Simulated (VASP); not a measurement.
Here is a VASP 6.6.1 calculation.

File INCAR:

```
  PREC = Accurate
  ENCUT = 520
  EDIFF = 1E-7
  ISMEAR = -1
  SIGMA = 0.025
  LREAL = False
  LASPH = True
  NELM = 100
  ALGO = Normal
  ISIF = 2
  LWAVE = False
  LCHARG = False
  GGA = PS
  NBANDS = 16
```

KPOINTS

```
regular mesh
0
Gamma
  13 13 13
```

The input POSCAR:

```
Ir
1.0
    0.0000000000      2.5014726914      2.5014726914
    2.5014726914      0.0000000000      2.5014726914
    2.5014726914      2.5014726914      0.0000000000
Ir
2
Direct
   -0.1250000000     -0.1250000000     -0.1250000000
    0.1250000000      0.1250000000      0.1250000000
```

Potentials or basis: VASP PAW PBE potentials, release 64 (Ir).

The run is started by

```console
$ cat potpaw_PBE.64/Ir/POTCAR > POTCAR
$ mpirun -np 1 vasp_std > vasp.out
```

(1) Estimate the pressure.

(2) What does it give for the band gap on the k mesh?

## Answers

(1) 111.7 GPa.

(2) zero (band 9 reaches 11.09 eV, above the bottom of band 10 at 8.52 eV).

Caveat: the PAW data sets were made with another functional, which shifts forces and pressure a little; spin-orbit coupling is left out, which moves the levels of the heavy elements.
